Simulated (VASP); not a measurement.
# HfTeSe5 (P4/mmm) in VASP: notebook

The runs below take HfTeSe5 through single point, with PBE.

Everything below comes from runs of VASP 6.6.1. Logs are shortened: lines on timing, memory, paths and dates and some standing lists are left out, and cuts for length are marked.

## 1. The cell of the first run

It takes space group P4/mmm (No. 123, tetragonal). Conventional cell: a = 4.658 Å, b = 4.658 Å, c = 7.687 Å, α = 90.00°, β = 90.00°, γ = 90.00°. Hf (site symmetry 4/mmm) has 12 Se at 2.95 to 3.29 Å within 3.9 Å. Within 4.1 Å of Te (site symmetry 4/mmm) lie 10 Se at 3.09 to 3.84 Å. Se (site symmetry 4/mmm) has 8 Se at 2.95 Å and 4 Hf at 3.29 Å and 2 Te at 3.84 Å within 3.9 Å. Within 3.9 Å of Se (site symmetry 2mm) lie 2 Hf at 2.95 Å and 7 Se at 2.95 to 3.63 Å and 2 Te at 3.09 Å.

The cell was generated, and may not be a known phase.

## 2. Single point, PBE

Contents of INCAR:

```
SYSTEM = HfTeSe5
PREC = Accurate
ENCUT = 500
EDIFF = 1E-6
ISMEAR = 0
SIGMA = 0.15
LREAL = .False.
LASPH = .True.
NELM = 120
ALGO = Normal
ISIF = 2
LWAVE = .False.
LCHARG = .False.
GGA = PE
NBANDS = 32
GGA_COMPAT = .False.
```

Contents of KPOINTS:

```
Automatic mesh
0
Gamma
  3 3 2
  0 0 0
```

Contents of POSCAR:

```
HfTeSe5
1.0
    4.6576387315      0.0000000000      0.0000000000
    0.0000000000      4.6576387315      0.0000000000
    0.0000000000      0.0000000000      7.6873656274
Hf Te Se
1 1 5
Direct
    0.0000000000      0.0000000000      0.0000000000
    0.5000000000      0.5000000000      0.5000000000
    0.5000000000      0.5000000000      0.0000000000
    0.0000000000      0.5000000000      0.2360885246
    0.0000000000      0.5000000000      0.7639114754
    0.5000000000      0.0000000000      0.7639114754
    0.5000000000      0.0000000000      0.2360885246
```

Potentials or basis: VASP PAW PBE potentials, release 64 (Hf_pv, Te, Se).

Started as:

```bash
cat potpaw_PBE.64/Hf_pv/POTCAR potpaw_PBE.64/Te/POTCAR potpaw_PBE.64/Se/POTCAR > POTCAR
mpirun -np 1 vasp_std > vasp.out
```

OUTCAR:

```text
SYSTEM = HfTeSe5
   PREC = Accurate
   ENCUT = 500
   EDIFF = 1E-6
   ISMEAR = 0
   LREAL = .False.
   LASPH = .True.
   NELM = 120
   ISIF = 2
   GGA = PE

 ion  position               nearest neighbor table
   1  0.000  0.000  0.000-   4 2.95   5 2.95   6 2.95   7 2.95   4 2.95   5 2.95   6 2.95   7 2.95
                             3 3.29   3 3.29   3 3.29   3 3.29
   2  0.500  0.500  0.500-   4 3.09   5 3.09   6 3.09   7 3.09   6 3.09   7 3.09   4 3.09   5 3.09

   3  0.500  0.500  0.000-   1 3.29   1 3.29   1 3.29   1 3.29
   4  0.000  0.500  0.236-   1 2.95   1 2.95   2 3.09   2 3.09
   5  0.000  0.500  0.764-   1 2.95   1 2.95   2 3.09   2 3.09
   6  0.500  0.000  0.764-   1 2.95   1 2.95   2 3.09   2 3.09
   7  0.500  0.000  0.236-   1 2.95   1 2.95   2 3.09   2 3.09

  LATTYP: Found a simple tetragonal cell.
 ALAT       =     4.6576387315
 C/A-ratio  =     1.6504855938

  Lattice vectors:

 A1 = (   4.6576387315,   0.0000000000,   0.0000000000)
 A2 = (   0.0000000000,   4.6576387315,   0.0000000000)
 A3 = (   0.0000000000,   0.0000000000,   7.6873656274)

Analysis of symmetry for initial positions (statically):
=====================================================================
 Subroutine PRICEL returns:
 Original cell was already a primitive cell.

 Routine SETGRP: Setting up the symmetry group for a
 simple tetragonal supercell.

 Subroutine GETGRP returns: Found 16 space group operations
 (whereof 16 operations were pure point group operations)
 out of a pool of 16 trial point group operations.

The static configuration has the point symmetry D_4h.

Analysis of symmetry for dynamics (positions and initial velocities):
=====================================================================
 Subroutine PRICEL returns:
 Original cell was already a primitive cell.

 Routine SETGRP: Setting up the symmetry group for a
 simple tetragonal supercell.

 Subroutine GETGRP returns: Found 16 space group operations
 (whereof 16 operations were pure point group operations)
 out of a pool of 16 trial point group operations.

The dynamic configuration has the point symmetry D_4h.

 Subroutine INISYM returns: Found 16 space group operations
 (whereof 16 operations are pure point group operations),
 and found     1 'primitive' translations

----------------------------------------------------------------------------------------

                                     Primitive cell

  volume of cell :     166.7666

  direct lattice vectors                    reciprocal lattice vectors
     4.657638731  0.000000000  0.000000000     0.214701066  0.000000000  0.000000000
     0.000000000  4.657638731  0.000000000     0.000000000  0.214701066  0.000000000
     0.000000000  0.000000000  7.687365627     0.000000000  0.000000000  0.130083575

  length of vectors
     4.657638731  4.657638731  7.687365627     0.214701066  0.214701066  0.130083575

  position of ions in fractional coordinates (direct lattice)
     0.000000000  0.000000000  0.000000000
     0.500000000  0.500000000  0.500000000
     0.500000000  0.500000000  0.000000000
     0.000000000  0.500000000  0.236088525
     0.000000000  0.500000000  0.763911475
     0.500000000  0.000000000  0.763911475
     0.500000000  0.000000000  0.236088525

  ion indices of the primitive-cell ions
   primitive index   ion index
                 1           1
                 2           2
                 3           3
                 4           4
                 5           5
                 6           6
                 7           7

----------------------------------------------------------------------------------------

 KPOINTS: Automatic mesh

Automatic generation of k-mesh.
 Grid dimensions read from file:
 generate k-points for:    3    3    2

 Generating k-lattice:

  Cartesian coordinates                     Fractional coordinates (reciprocal lattice)
     0.071567022  0.000000000  0.000000000     0.333333333  0.000000000  0.000000000
     0.000000000  0.071567022  0.000000000     0.000000000  0.333333333  0.000000000
     0.000000000  0.000000000  0.065041787     0.000000000  0.000000000  0.500000000

  Length of vectors
     0.071567022  0.071567022  0.065041787

  Shift w.r.t. Gamma in fractional coordinates (k-lattice)
     0.000000000  0.000000000  0.000000000

 Subroutine IBZKPT returns following result:
 ===========================================

 Found      6 irreducible k-points:

 Following reciprocal coordinates:
            Coordinates               Weight
  0.000000  0.000000  0.000000      1.000000
  0.333333  0.000000  0.000000      4.000000
  0.333333  0.333333  0.000000      4.000000
  0.000000  0.000000  0.500000      1.000000
  0.333333  0.000000  0.500000      4.000000
  0.333333  0.333333  0.500000      4.000000
   k-points           NKPTS =      6   k-points in BZ     NKDIM =      6   number of bands    NBANDS=     32
   number of dos      NEDOS =    301   number of ions     NIONS =      7
   total plane-waves  NPLWV =  72576
   dimension x,y,z NGX =    36 NGY =   36 NGZ =   56
   dimension x,y,z NGXF=    72 NGYF=   72 NGZF=  112
   ions per type =               1   1   5
   NGX,Y,Z   is equivalent  to a cutoff of  12.85, 12.85, 12.11 a.u.
   NGXF,Y,Z  is equivalent  to a cutoff of  25.70, 25.70, 24.22 a.u.
 SYSTEM =  HfTeSe5
   PREC   = accura    normal or accurate (medium, high low for compatibility)
   ISTART =      0    job   : 0-new  1-cont  2-samecut
   ICHARG =      2    charge: 1-file 2-atom 10-const
   ISPIN  =      1    spin polarized calculation?
   LNONCOLLINEAR =      F non collinear calculations
   LSORBIT =      F    spin-orbit coupling
   LASPH  =      T    aspherical Exc in radial PAW
   ENCUT  =  500.0 eV  36.75 Ry    6.06 a.u.   8.49  8.49 14.02*2*pi/ulx,y,z
   NELM   =    120;   NELMIN=  2; NELMDL= -5     # of ELM steps
   EDIFF  = 0.1E-05   stopping-criterion for ELM
   LREAL  =      F    real-space projection
   EDIFFG = 0.1E-04   stopping-criterion for IOM
   NSW    =      0    number of steps for IOM
   IBRION =     -1    ionic relax: 0-MD 1-quasi-New 2-CG
   NFREE  =      0    steps in history (QN), initial steepest desc. (CG)
   ISIF   =      2    stress and relaxation
   ISYM   =      2    0-nonsym 1-usesym 2-fastsym
   POTIM  = 0.5000    time-step for ionic-motion
   TEBEG  =    0.0;   TEEND  =   0.0 temperature during run
   PSTRESS=    0.0 pullay stress
   NELECT =      46.0000    total number of electrons
   NUPDOWN=      -1.0000    fix difference up-down
   EMIN   =  10.00;   EMAX   =-10.00  energy-range for DOS
   EFERMI =   0.00;   METHOD = LEGACY
   ISMEAR =     0;   SIGMA  =   0.15  broadening in eV -4-tet -1-fermi 0-gaus
   EFERMI_NEDOS =   21; number of points for ismear=-14 and -15
   IALGO  =     38    algorithm
   IMIX   =      4    mixing-type and parameters
     AMIX     =   0.40;   BMIX     =  1.00
     AMIX_MAG =   1.60;   BMIX_MAG =  1.00
  volume/ion in A,a.u.               =      23.82       160.77
  Fermi-wavevector in a.u.,A,eV,Ry     =   1.065674  2.013832 15.451609  1.135661
  Thomas-Fermi vector in A             =   2.201233
   LORBIT       =      0    0 simple, 1 ext, 2 COOP (PROOUT), +10 PAW based schemes
   GGA     = PE    functional components
   LHFCALC =     F    Hartree Fock is set to
   AEXX    =    0.0000 exact exchange contribution
   IVDW    =     0    specifies the selected vdW correction
   LEPSILON=     F    determine dielectric tensor
   LRPA    =     F    only Hartree local field effects (RPA)
 non-spin polarized calculation
 Gauss-broadening in eV      SIGMA  =   0.15
  energy-cutoff  :      500.00
  volume of cell :      166.77
 maximum number of plane-waves:      4270
 NGX is ok and might be reduce to    36
   NGX = 17   NGY = 17   NGZ = 29

 number of electron      46.0000004 magnetization

 Free energy of the ion-electron system (eV)
  ---------------------------------------------------
  ext. energy  EPLUGINS =         0.00000000
  ---------------------------------------------------
  free energy    TOTEN  =       -31.00273972 eV

  energy without entropy =      -30.93933464  energy(sigma->0) =      -30.97103718

 E-fermi :   5.2356     XC(G=0):  -9.9269

 val. band max:        5.1723065697   @ k =   0.3333   0.0000   0.5000
 cond. band min:       5.3334768073   @ k =   0.3333   0.3333   0.0000
 fundamental gap:      0.1611702376
 Fermi energy:         5.2356367480

 k-point     1 :       0.0000    0.0000    0.0000
  band No.  band energies     occupation
      1     -27.0163      2.00000
      2     -27.0163      2.00000
      3     -26.9846      2.00000
      4     -10.2626      2.00000
      5      -8.5870      2.00000
      6      -7.4394      2.00000
[... 24 lines left out ...]
     31       8.0489      0.00000
     32       8.4546      0.00000

 k-point     2 :       0.3333    0.0000    0.0000
  band No.  band energies     occupation
      1     -27.0228      2.00000
      2     -27.0159      2.00000
      3     -26.9836      2.00000
      4      -9.7405      2.00000
      5      -8.1914      2.00000
      6      -7.8722      2.00000
[... 24 lines left out ...]
     31       8.4875      0.00000
     32       8.5276      0.00000

 k-point     3 :       0.3333    0.3333    0.0000
  band No.  band energies     occupation
      1     -27.0222      2.00000
      2     -27.0221      2.00000
      3     -26.9825      2.00000
      4      -9.2370      2.00000
      5      -7.9106      2.00000
      6      -7.8344      2.00000
[... 24 lines left out ...]
     31       7.9943      0.00000
     32       8.3875      0.00000

 k-point     4 :       0.0000    0.0000    0.5000
  band No.  band energies     occupation
      1     -27.0163      2.00000
      2     -27.0163      2.00000
      3     -26.9846      2.00000
      4     -10.1016      2.00000
      5      -9.1342      2.00000
      6      -7.0192      2.00000
[... 24 lines left out ...]
     31       8.6346      0.00000
     32       8.6348      0.00000

 k-point     5 :       0.3333    0.0000    0.5000
  band No.  band energies     occupation
      1     -27.0228      2.00000
      2     -27.0159      2.00000
      3     -26.9836      2.00000
      4      -9.5938      2.00000
      5      -8.6842      2.00000
      6      -7.7644      2.00000
[... 24 lines left out ...]
     31       8.2327      0.00000
     32       8.2557      0.00000

 k-point     6 :       0.3333    0.3333    0.5000
  band No.  band energies     occupation
      1     -27.0222      2.00000
      2     -27.0221      2.00000
      3     -26.9826      2.00000
      4      -9.1187      2.00000
      5      -8.2740      2.00000
      6      -7.7154      2.00000
[... 24 lines left out ...]
     31       8.2480      0.00000
     32       8.4662      0.00000

------------------------ aborting loop because EDIFF is reached ----------------------------------------

  FORCE on cell =-STRESS in cart. coord.  units (eV):
  Direction    XX          YY          ZZ          XY          YZ          ZX
  --------------------------------------------------------------------------------------
  -------------------------------------------------------------------------------------
  Total       -0.3147847     -0.3147847     -0.5908983      0.0000000     -0.0000000     -0.0000000
  in kB       -3.0242320     -3.0242320     -5.6769386      0.0000000     -0.0000000     -0.0000000
  external PRESSURE =      -3.9084675 kB  Pullay stress =       0.0000000 kB

 VOLUME and BASIS-vectors are now :
 -----------------------------------------------------------------------------
  energy-cutoff  :      500.00
  volume of cell :      166.77
      direct lattice vectors                 reciprocal lattice vectors
     4.657638731  0.000000000  0.000000000     0.214701066  0.000000000  0.000000000
     0.000000000  4.657638731  0.000000000     0.000000000  0.214701066  0.000000000
     0.000000000  0.000000000  7.687365627     0.000000000  0.000000000  0.130083575

 POSITION                                       TOTAL-FORCE (eV/Angst)
 -----------------------------------------------------------------------------------
      0.00000      0.00000      0.00000         0.000000     -0.000000     -0.000000
      2.32882      2.32882      3.84368         0.000000     -0.000000     -0.000000
      2.32882      2.32882      0.00000         0.000000     -0.000000     -0.000000
      0.00000      2.32882      1.81490         0.000000      0.000000      0.033021
      0.00000      2.32882      5.87247         0.000000     -0.000000     -0.033021
      2.32882      0.00000      5.87247        -0.000000      0.000000     -0.033021
      2.32882      0.00000      1.81490         0.000000     -0.000000      0.033021
 -----------------------------------------------------------------------------------
    total drift:                                0.000000      0.000000     -0.000000

  FREE ENERGIE OF THE ION-ELECTRON SYSTEM (eV)
  ---------------------------------------------------
  free  energy   TOTEN  =       -31.0027397158 eV

  energy  without entropy=      -30.9393346427  energy(sigma->0) =      -30.97103718
```

Wall time 44 s (1 thread of Intel Xeon Platinum 8259CL at 2.50GHz (Skylake/Cascade Lake), shared host); peak memory 0.26 GiB.

What came out:

```
Free energy            : -31.0027 eV
Pressure               : -0.4 GPa
Largest force          : 0.033 eV/Å
Band gap on the k mesh : zero (bands 23 and 24 overlap by 0.86 eV)
```

Forces on the atoms (eV/Å):
```
Hf   0.000  0.000  0.000
Te   0.000  0.000  0.000
Se   0.000  0.000  0.000
Se   0.000  0.000  0.033
Se   0.000  0.000 -0.033
Se   0.000  0.000 -0.033
Se   0.000  0.000  0.033
```

Stress tensor (GPa, compression positive):
```
-0.30  0.00  0.00
 0.00 -0.30  0.00
 0.00  0.00 -0.57
```

Levels at points of the mesh, in eV from the Fermi level:
| k point | band 19 | band 20 | band 21 | band 22 | band 23 | band 24 | band 25 | band 26 | band 27 | band 28 |
| --- | --- | --- | --- | --- | --- | --- | --- | --- | --- | --- |
| (0.00, 0.00, 0.00) | -2.46 | -1.27 | -1.27 | -0.88 | -0.88 | -0.76 | 0.16 | 0.56 | 1.80 | 1.93 |
| (0.00, 0.00, 0.50) | -1.70 | -1.61 | -1.61 | -0.45 | -0.23 | 0.16 | 0.25 | 0.25 | 0.43 | 0.43 |

Caveat: the k points lie up to 0.45 Å⁻¹ apart, too coarse for converged energies and pressures of a metal; spin-orbit coupling is left out, which moves the levels of the heavy elements.

(Continued in part 2 of 2.)

The gap in the log of VASP goes by the Fermi energy; the results here count the filled bands.